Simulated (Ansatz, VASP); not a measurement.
Cu in VASP and in Ansatz

INCAR

```
ALGO = Normal
EDIFF = 1E-6
ENCUT = 600
GGA = CA
GGA_COMPAT = F
ISIF = 2
ISMEAR = -1
LASPH = T
LCHARG = F
LREAL = F
LWAVE = F
NBANDS = 12
NELM = 120
PREC = Accurate
SIGMA = 0.05
```

Contents of KPOINTS:

```
k-points
0
Gamma
  14 14 14
```

POSCAR

```
Cu
1.0
   -1.4427933200      1.4427933200      1.3760814500
    1.4427933200     -1.4427933200      1.3760814500
    1.4427933200      1.4427933200     -1.3760814500
Cu
1
Direct
    0.0000000000      0.0000000000      0.0000000000
```

Input for Ansatz:

```yaml
crystal:
  lattice:
    - [-1.44279332, 1.44279332, 1.37608145]
    - [1.44279332, -1.44279332, 1.37608145]
    - [1.44279332, 1.44279332, -1.37608145]
  atoms:
    - { symbol: Cu, position: [0.0, 0.0, 0.0] }
kpoints:
  mp_grid: { grid: [14, 14, 14] }
scf:
  occupations: { method: fermi_dirac, width: 0.05 }
  lower_state_search: "off"
hamiltonian:
  xc: lda
  pseudopotentials: { kind: paw }
output:
  forces: true
  stress: true
  eigenvalues: true
  populations: true
  dos: { projected: true, de: 0.1, e_range: [-8, 5] }
```

Alike in both runs: task single point; functional LDA; k mesh 14 × 14 × 14; occupations fermi-dirac, width 0.05 eV; no spin polarisation.

|  | VASP | Ansatz |
| --- | --- | --- |
| version | VASP 6.6.1 | Ansatz 0.2.0 |
| potentials or method | VASP PAW LDA potentials, release 64 (Cu) | PAW with Ansatz's default frozen-core files, scalar-relativistic |
| plane-wave cutoff (eV) | 600 | 420 |
| valence electrons in the cell | 11 | 19 |

Ansatz gave:

```
pressure (GPa)                                                : -7.9
traceless stress, the component that is largest in VASP (GPa) : -0.46
```

What did VASP give for the same quantities?

Pressure (GPa): -6.9; traceless stress, the component that is largest in VASP (GPa): -0.47.

LDA's correlation is that of Perdew and Zunger in VASP and of Perdew and Wang (1992) in Ansatz. VASP's potentials hold 11 valence electrons a cell and Ansatz's 19, so a difference there can come from the potentials and not from the codes.
